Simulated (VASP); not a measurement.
**GaN: single point with PBE**

The system is GaN.

```
Ga N
1.0
     2.34247    2.34247    0.00000
    -2.34247    2.34247    0.00000
     0.00000    0.00000    4.40181
Ga N
2 2
Direct
  0.00000 0.00000 0.00000
  0.50000 0.50000 0.50000
  0.50000 0.00000 0.25000
  0.00000 0.50000 0.75000
```

This cell differs from its parent crystal: biaxial strain in the a-b plane: +3.0 %, then relaxed in part.

```
Program                : VASP 6.6.1
Task                   : single point
Functional             : PBE
Potentials or basis    : VASP PAW PBE potentials, release 64 (Ga_d, N)
Cutoff                 : 520 eV
k mesh                 : 8 × 8 × 6
Occupations            : gaussian, width 0.02 eV
Spin                   : no spin polarisation
Dipole correction      : no
Further INCAR settings : ALGO = Normal; EDIFF = 1e-06; NBANDS = 26
```

* Pressure: -4.3 GPa
* Band gap on the k mesh: 1.20 eV

Stress tensor (GPa, compression positive):
```
-6.55  0.00  0.00
 0.00 -6.55  0.00
 0.00  0.00  0.19
```

Levels at points of the mesh, in eV from the valence-band top:
```csv
k point,band 14,band 15,band 16,band 17,band 18,band 19,band 20,band 21,band 22,band 23
"(0.00, 0.00, 0.00)",-2.97,-2.97,-0.25,-0.25,0.00,1.20,2.96,5.53,9.70,9.88
"(0.50, 0.00, 0.00)",-5.22,-2.96,-2.96,-1.36,-1.36,5.69,5.69,6.90,6.90,9.53
"(0.50, 0.50, 0.00)",-6.28,-2.53,-2.53,-2.51,-2.51,3.31,3.31,6.48,6.48,10.90
"(0.00, 0.00, 0.50)",-3.39,-1.74,-1.74,-1.74,-1.74,4.34,4.34,6.49,6.49,11.21
"(0.50, 0.00, 0.50)",-6.85,-1.28,-1.28,-0.86,-0.86,4.02,4.02,8.30,8.30,9.50
"(0.50, 0.50, 0.50)",-5.79,-3.63,-3.63,-3.55,-3.55,6.26,6.26,7.75,7.75,10.52
```

Run time: 2.1 min on 1 thread of Intel Xeon 8259CL (shared host), peak memory 0.21 GiB.

Caveat: the cell differs from its parent crystal (biaxial strain in the a-b plane: +3.0 %, then relaxed in part); the cell stands under tension.
